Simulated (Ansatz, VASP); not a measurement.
**One calculation of NaH, two programs**

INCAR

```
PREC = Accurate ; ENCUT = 500
EDIFF = 1E-6 ; ISMEAR = 0
SIGMA = 0.01 ; LREAL = False
LASPH = True ; NELM = 120
ALGO = Normal ; ISIF = 2
LWAVE = False ; LCHARG = False
GGA = PS ; ISYM = 0
NBANDS = 11 ; GGA_COMPAT = False
```

KPOINTS

```
Automatic mesh
0
Gamma
  6 6 6
```

File POSCAR:

```
NaH
1.0
    0.0000000000      2.3975116422      2.3975116422
    2.3975116422      0.0000000000      2.3975116422
    2.3975116422      2.3975116422      0.0000000000
Na H
1 1
Direct
    0.0000000000      0.0000000000      0.0000000000
    0.5000000000      0.5000000000      0.5000000000
```

Input for Ansatz:

```yaml
crystal:
  lattice:
    - [0.0, 2.3975116422, 2.3975116422]
    - [2.3975116422, 0.0, 2.3975116422]
    - [2.3975116422, 2.3975116422, 0.0]
  atoms:
    - { symbol: Na, position: [0.0, 0.0, 0.0] }
    - { symbol: H, position: [0.5, 0.5, 0.5] }
  symmetry: { detect: false }
kpoints:
  mp_grid: { grid: [6, 6, 6] }
hamiltonian:
  xc: pbesol
scf:
  occupations: { method: fixed }
  n_extra_bands: 4
output:
  forces: true
  stress: true
  eigenvalues: true
```

Alike in both runs: task single point; functional PBEsol; k mesh 6 × 6 × 6; no spin polarisation.

|  | VASP | Ansatz |
| --- | --- | --- |
| version | VASP 6.6.1 | Ansatz 0.2.0 |
| potentials or method | VASP PAW PBE potentials, release 64 (Na_pv, H) | plane waves |
| plane-wave cutoff (eV) | 500 | 420 |
| occupations | gaussian, width 0.01 eV | fixed |
| valence electrons in the cell | 8 | 10 |

VASP gave:

| Property | Result |
| --- | --- |
| gap on the k mesh at the Fermi level (eV) | 3.65 |
| pressure (GPa) | -0.1 |

Estimate Ansatz's values.

gap on the k mesh at the Fermi level (eV): 3.65; pressure (GPa): 0.0.

VASP's potentials were made for PBE, not for PBEsol. VASP's potentials hold 8 valence electrons a cell and Ansatz's 10, so a difference there can come from the potentials and not from the codes.
